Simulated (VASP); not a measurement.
# SiC (Fm-3m) in VASP: notebook

Aim: see how the results for SiC move with the level of theory and the settings. Levels: HSE06, PBE-based global hybrid with 5 % exact exchange. Tasks: single point.

Program: VASP 6.6.1. These are calculated values, not measurements. Logs are shortened: lines on timing, memory, paths and dates and some standing lists are left out, and cuts for length are marked.

**1. The cell of the first run**

The structure is cubic, space group Fm-3m (No. 225). Conventional cell: a = 4.028 Å, b = 4.028 Å, c = 4.028 Å, α = 90.00°, β = 90.00°, γ = 90.00°. Within 2.7 Å of Si (site symmetry m-3m) lie 6 C at 2.01 Å. C (site symmetry m-3m) has 6 Si at 2.01 Å within 2.7 Å.

**2. Single point, HSE06**

POSCAR reads:

```
SiC
1.0
    0.0000000000      2.0138687949      2.0138687949
    2.0138687949      0.0000000000      2.0138687949
    2.0138687949      2.0138687949      0.0000000000
Si C
1 1
Direct
    0.0000000000      0.0000000000      0.0000000000
    0.5000000000      0.5000000000      0.5000000000
```

INCAR.step1 reads:

```
ALGO = Normal
EDIFF = 1E-5
ENCUT = 520
GGA = PE
ISIF = 2
ISMEAR = -1
LASPH = T
LREAL = F
LWAVE = T
NBANDS = 11
NELM = 80
PREC = Accurate
SIGMA = 0.02
```

INCAR.step2 reads:

```
ALGO = Normal
EDIFF = 1E-7
ENCUT = 520
GGA = PE
HFSCREEN = 0.2079
ISIF = 2
ISMEAR = -1
ISTART = 1
LASPH = T
LCHARG = T
LELF = T
LHFCALC = T
LREAL = F
LVHAR = T
LWAVE = F
NBANDS = 11
NELM = 80
PREC = Accurate
PRECFOCK = Normal
SIGMA = 0.02
```

KPOINTS reads:

```
k-points
0
Gamma
  6 6 6
```

Potentials or basis: VASP PAW PBE potentials, release 64 (Si, C).

Launch:

```bash
$ cat potpaw_PBE.64/Si/POTCAR potpaw_PBE.64/C/POTCAR > POTCAR
$ cp INCAR.step1 INCAR
$ mpirun -np 1 vasp_std > vasp.out
$ cp INCAR.step2 INCAR
$ mpirun -np 1 vasp_std > vasp.out
```

OUTCAR:

```text
EDIFF = 1E-7
   ENCUT = 520
   GGA = PE
   HFSCREEN = 0.2079
   ISIF = 2
   ISMEAR = -1
   ISTART = 1
   LASPH = T
   LHFCALC = T
   LREAL = F
   NELM = 80
   PREC = Accurate
   PRECFOCK = Normal

 ion  position               nearest neighbor table
   1  0.000  0.000  0.000-   2 2.01   2 2.01   2 2.01   2 2.01   2 2.01   2 2.01
   2  0.500  0.500  0.500-   1 2.01   1 2.01   1 2.01   1 2.01   1 2.01   1 2.01

  LATTYP: Found a face centered cubic cell.
 ALAT       =     4.0277375898

  Lattice vectors:

 A1 = (   0.0000000000,   2.0138687949,   2.0138687949)
 A2 = (   2.0138687949,   0.0000000000,   2.0138687949)
 A3 = (   2.0138687949,   2.0138687949,   0.0000000000)

Analysis of symmetry for initial positions (statically):
=====================================================================
 Subroutine PRICEL returns:
 Original cell was already a primitive cell.

 Routine SETGRP: Setting up the symmetry group for a
 face centered cubic supercell.

 Subroutine GETGRP returns: Found 48 space group operations
 (whereof 48 operations were pure point group operations)
 out of a pool of 48 trial point group operations.

The static configuration has the point symmetry O_h .

Analysis of symmetry for dynamics (positions and initial velocities):
=====================================================================
 Subroutine PRICEL returns:
 Original cell was already a primitive cell.

 Routine SETGRP: Setting up the symmetry group for a
 face centered cubic supercell.

 Subroutine GETGRP returns: Found 48 space group operations
 (whereof 48 operations were pure point group operations)
 out of a pool of 48 trial point group operations.

The dynamic configuration has the point symmetry O_h .

 Subroutine INISYM returns: Found 48 space group operations
 (whereof 48 operations are pure point group operations),
 and found     1 'primitive' translations

----------------------------------------------------------------------------------------

                                     Primitive cell

  volume of cell :      16.3352

  direct lattice vectors                    reciprocal lattice vectors
     0.000000000  2.013868795  2.013868795    -0.248278339  0.248278339  0.248278339
     2.013868795  0.000000000  2.013868795     0.248278339 -0.248278339  0.248278339
     2.013868795  2.013868795  0.000000000     0.248278339  0.248278339 -0.248278339

  length of vectors
     2.848040563  2.848040563  2.848040563     0.430030698  0.430030698  0.430030698

  position of ions in fractional coordinates (direct lattice)
     0.000000000  0.000000000  0.000000000
     0.500000000  0.500000000  0.500000000

  ion indices of the primitive-cell ions
   primitive index   ion index
                 1           1
                 2           2

----------------------------------------------------------------------------------------

 KPOINTS: k-points

Automatic generation of k-mesh.
 Grid dimensions read from file:
 generate k-points for:    6    6    6

 Generating k-lattice:

  Cartesian coordinates                     Fractional coordinates (reciprocal lattice)
    -0.041379723  0.041379723  0.041379723     0.166666667  0.000000000  0.000000000
     0.041379723 -0.041379723  0.041379723     0.000000000  0.166666667  0.000000000
     0.041379723  0.041379723 -0.041379723     0.000000000  0.000000000  0.166666667

  Length of vectors
     0.071671783  0.071671783  0.071671783

  Shift w.r.t. Gamma in fractional coordinates (k-lattice)
     0.000000000  0.000000000  0.000000000

 Subroutine IBZKPT returns following result:
 ===========================================

 Found     16 irreducible k-points:

 Following reciprocal coordinates:
            Coordinates               Weight
  0.000000  0.000000  0.000000      1.000000
  0.166667  0.000000  0.000000      8.000000
  0.333333  0.000000  0.000000      8.000000
  0.500000  0.000000  0.000000      4.000000
  0.166667  0.166667  0.000000      6.000000
  0.333333  0.166667  0.000000     24.000000
[... 8 lines left out ...]
 -0.333333  0.333333  0.166667     24.000000
 -0.333333  0.500000  0.166667     12.000000
   k-points           NKPTS =     16   k-points in BZ     NKDIM =    216   number of bands    NBANDS=     11
   number of dos      NEDOS =    301   number of ions     NIONS =      2
   total plane-waves  NPLWV =  13824
   dimension x,y,z NGX =    24 NGY =   24 NGZ =   24
   dimension x,y,z NGXF=    48 NGYF=   48 NGZF=   48
   ions per type =               1   1
   NGX,Y,Z   is equivalent  to a cutoff of  14.01, 14.01, 14.01 a.u.
   NGXF,Y,Z  is equivalent  to a cutoff of  28.02, 28.02, 28.02 a.u.
 SYSTEM =  unknown system
   PREC   = accura    normal or accurate (medium, high low for compatibility)
   ISTART =      1    job   : 0-new  1-cont  2-samecut
   ICHARG =      0    charge: 1-file 2-atom 10-const
   ISPIN  =      1    spin polarized calculation?
   LNONCOLLINEAR =      F non collinear calculations
   LSORBIT =      F    spin-orbit coupling
   LASPH  =      T    aspherical Exc in radial PAW
   ENCUT  =  520.0 eV  38.22 Ry    6.18 a.u.   5.30  5.30  5.30*2*pi/ulx,y,z
   NELM   =     80;   NELMIN=  2; NELMDL=  0     # of ELM steps
   EDIFF  = 0.1E-06   stopping-criterion for ELM
   LREAL  =      F    real-space projection
   EDIFFG = 0.1E-05   stopping-criterion for IOM
   NSW    =      0    number of steps for IOM
   IBRION =     -1    ionic relax: 0-MD 1-quasi-New 2-CG
   NFREE  =      0    steps in history (QN), initial steepest desc. (CG)
   ISIF   =      2    stress and relaxation
   ISYM   =      3    0-nonsym 1-usesym 2-fastsym
   POTIM  = 0.5000    time-step for ionic-motion
   TEBEG  =    0.0;   TEEND  =   0.0 temperature during run
   PSTRESS=    0.0 pullay stress
   NELECT =       8.0000    total number of electrons
   NUPDOWN=      -1.0000    fix difference up-down
   EMIN   =  10.00;   EMAX   =-10.00  energy-range for DOS
   EFERMI =   0.00;   METHOD = LEGACY
   ISMEAR =    -1;   SIGMA  =   0.02  broadening in eV -4-tet -1-fermi 0-gaus
   EFERMI_NEDOS =   21; number of points for ismear=-14 and -15
   IALGO  =     38    algorithm
   IMIX   =      1    mixing-type and parameters
     AMIX     =   0.40;   BMIX     =  1.00
     AMIX_MAG =   1.60;   BMIX_MAG =  1.00
  volume/ion in A,a.u.               =       8.17        55.12
  Fermi-wavevector in a.u.,A,eV,Ry     =   1.290418  2.438536 22.656121  1.665178
  Thomas-Fermi vector in A             =   2.422251
   LORBIT       =      0    0 simple, 1 ext, 2 COOP (PROOUT), +10 PAW based schemes
   GGA     = PE    functional components
   LHFCALC =     T    Hartree Fock is set to
   PRECFOCK=normal    Normal, Fast or Accurate (Low or Medium for compatibility)
   ENCUT4O =  -1.0   cutoff for four orbital integrals eV
   NKREDX  =     1    reduce k-point grid by
   NKREDY  =     1    reduce k-point grid by
   NKREDZ  =     1    reduce k-point grid by
   AEXX    =    0.2500 exact exchange contribution
   HFSCREEN=    0.2079 screening length (either q_TF or 0.3 A-1)
   HFSCREENC=   0.2079 screening length for correlation (either q_TF or 0.3 A-1)
   ENCUTFOCK=  -1.0 apply spherical cutoff to Coloumb kernel
   IVDW    =     0    specifies the selected vdW correction
   LEPSILON=     F    determine dielectric tensor
   LRPA    =     F    only Hartree local field effects (RPA)
 non-spin polarized calculation
  energy-cutoff  :      520.00
  volume of cell :       16.34
 maximum number of plane-waves:       459
 NGX is ok and might be reduce to    24
  NGX = 16; NGY = 16; NGZ = 16

 number of electron       8.0000000 magnetization

 Free energy of the ion-electron system (eV)
  ---------------------------------------------------
  ext. energy  EPLUGINS =         0.00000000
  ---------------------------------------------------
  free energy    TOTEN  =       -15.80633840 eV

  energy without entropy =      -15.80624524  energy(sigma->0) =      -15.80629182

 E-fermi :  12.1628     XC(G=0): -10.4239

 val. band max:       12.0498726359   @ k =  -0.1667   0.1667   0.0000
 cond. band min:      12.2478378410   @ k =   0.0000   0.0000   0.0000
 fundamental gap:      0.1979652051
 Fermi energy:        12.1628473799

 k-point     1 :       0.0000    0.0000    0.0000
  band No.  band energies     occupation
      1      -8.3327      2.00000
      2      12.2478      0.02814
      3      12.2478      0.02814
      4      12.2478      0.02814
      5      21.3810      0.00000
      6      22.2901      0.00000
      7      22.2901      0.00000
      8      22.2901      0.00000
      9      26.7915      0.00000
     10      26.7915      0.00000
     11      26.7915      0.00000

 k-point     2 :       0.1667    0.0000    0.0000
  band No.  band energies     occupation
      1      -7.5926      2.00000
      2       8.8770      2.00000
      3      11.8228      2.00000
      4      11.8228      2.00000
      5      20.7014      0.00000
      6      22.2430      0.00000
      7      22.2430      0.00000
      8      23.6145      0.00000
      9      24.4707      0.00000
     10      24.4707      0.00000
     11      26.0675      0.00000

 k-point     3 :       0.3333    0.0000    0.0000
  band No.  band energies     occupation
      1      -5.4145      2.00000
      2       3.3848      2.00000
      3      11.2296      2.00000
      4      11.2296      2.00000
      5      19.5624      0.00000
      6      19.5624      0.00000
      7      19.6114      0.00000
      8      24.1522      0.00000
      9      27.2772      0.00000
     10      28.3429      0.00000
     11      28.3429      0.00000
[... 155 lines left out ...]
 k-point    15 :      -0.3333    0.3333    0.1667
  band No.  band energies     occupation
      1      -1.0805      2.00000
      2       1.4244      2.00000
      3       5.3044      2.00000
      4       7.0588      2.00000
      5      17.4664      0.00000
      6      20.3773      0.00000
      7      24.3402      0.00000
      8      24.8560      0.00000
      9      28.9540      0.00000
     10      29.7315      0.00000
     11      34.6592      0.00000

 k-point    16 :      -0.3333    0.5000    0.1667
  band No.  band energies     occupation
      1      -0.2141      2.00000
      2       2.2365      2.00000
      3       4.9374      2.00000
      4       5.0393      2.00000
      5      16.0378      0.00000
      6      19.7505      0.00000
      7      23.7572      0.00000
      8      26.8635      0.00000
      9      29.7898      0.00000
     10      32.0576      0.00000
     11      37.1756      0.00000

------------------------ aborting loop because EDIFF is reached ----------------------------------------

  FORCE on cell =-STRESS in cart. coord.  units (eV):
  Direction    XX          YY          ZZ          XY          YZ          ZX
  --------------------------------------------------------------------------------------
  -------------------------------------------------------------------------------------
  Total       -0.3254792     -0.3254792     -0.3254792      0.0000000      0.0000000     -0.0000000
  in kB      -31.9234860    -31.9234860    -31.9234860      0.0000000      0.0000000     -0.0000000
  external PRESSURE =     -31.9234860 kB  Pullay stress =       0.0000000 kB

 VOLUME and BASIS-vectors are now :
 -----------------------------------------------------------------------------
  energy-cutoff  :      520.00
  volume of cell :       16.34
      direct lattice vectors                 reciprocal lattice vectors
     0.000000000  2.013868795  2.013868795    -0.248278339  0.248278339  0.248278339
     2.013868795  0.000000000  2.013868795     0.248278339 -0.248278339  0.248278339
     2.013868795  2.013868795  0.000000000     0.248278339  0.248278339 -0.248278339

 POSITION                                       TOTAL-FORCE (eV/Angst)
 -----------------------------------------------------------------------------------
      0.00000      0.00000      0.00000         0.000000     -0.000000      0.000000
      2.01387      2.01387      2.01387        -0.000000      0.000000     -0.000000
 -----------------------------------------------------------------------------------
    total drift:                               -0.000000     -0.000000     -0.000000

  FREE ENERGIE OF THE ION-ELECTRON SYSTEM (eV)
  ---------------------------------------------------
  free  energy   TOTEN  =       -15.8063384013 eV

  energy  without entropy=      -15.8062452425  energy(sigma->0) =      -15.80629182
```

Wall time 3.9 min (1 thread of AMD EPYC 7R13 (Zen 3), shared host); peak memory 0.21 GiB.

What came out:

| Item | Value |
| --- | --- |
| Free energy | -15.8063 eV |
| Pressure | -3.2 GPa |
| Band gap on the k mesh | zero (bands 4 and 5 overlap by 0.29 eV) |

Caveat: the k points lie up to 0.45 Å⁻¹ apart; the PAW data sets were made with another functional, which shifts forces and pressure a little.

**3. Single point, PBE-based global hybrid with 5 % exact exchange**

POSCAR is that of step 2.

INCAR.step1 reads:

```
ALGO = Normal ; EDIFF = 1E-5
ENCUT = 520 ; GGA = PE
ISIF = 2 ; ISMEAR = -1
LASPH = T ; LREAL = F
LWAVE = T ; NBANDS = 11
NELM = 80 ; PREC = Accurate
SIGMA = 0.02
```

INCAR.step2 reads:

```
AEXX = 0.05 ; ALGO = Normal
EDIFF = 1E-6 ; ENCUT = 520
GGA = PE ; ISIF = 2
ISMEAR = -1 ; ISTART = 1
LASPH = T ; LCHARG = T
LELF = T ; LHFCALC = T
LREAL = F ; LVHAR = T
LWAVE = F ; NBANDS = 11
NELM = 80 ; PREC = Accurate
PRECFOCK = Normal ; SIGMA = 0.02
```

KPOINTS is that of step 2.

Potentials or basis: VASP PAW PBE potentials, release 64 (Si, C).

Launch:

```bash
$ cat potpaw_PBE.64/Si/POTCAR potpaw_PBE.64/C/POTCAR > POTCAR
$ cp INCAR.step1 INCAR
$ mpirun -np 1 vasp_std > vasp.out
$ cp INCAR.step2 INCAR
$ mpirun -np 1 vasp_std > vasp.out
```

It took 2.5 min on 1 thread of AMD EPYC 7R13 (Zen 3), shared host; peak memory 0.11 GiB.

The run converged. Its results:

```yaml
Free_energy: -14.1970 eV
Pressure: 3.3 GPa
Band_gap_on_the_k_mesh: zero (bands 4 and 5 overlap by 0.85 eV)
```

Levels at points of the mesh, in eV from the Fermi level:
```tsv
k point	band 2	band 3	band 4	band 5	band 6	band 7
(0.00, 0.00, 0.00)	0.13	0.13	0.13	8.18	9.30	9.30
(0.50, 0.00, 0.00)	-11.93	-1.11	-1.11	5.65	5.65	6.37
(0.50, 0.50, 0.00)	-10.17	-4.47	-4.47	-0.72	2.75	15.60
```

Caveat: the k points lie up to 0.45 Å⁻¹ apart, too coarse for converged energies and pressures of a metal; the PAW data sets were made with another functional, which shifts forces and pressure a little.
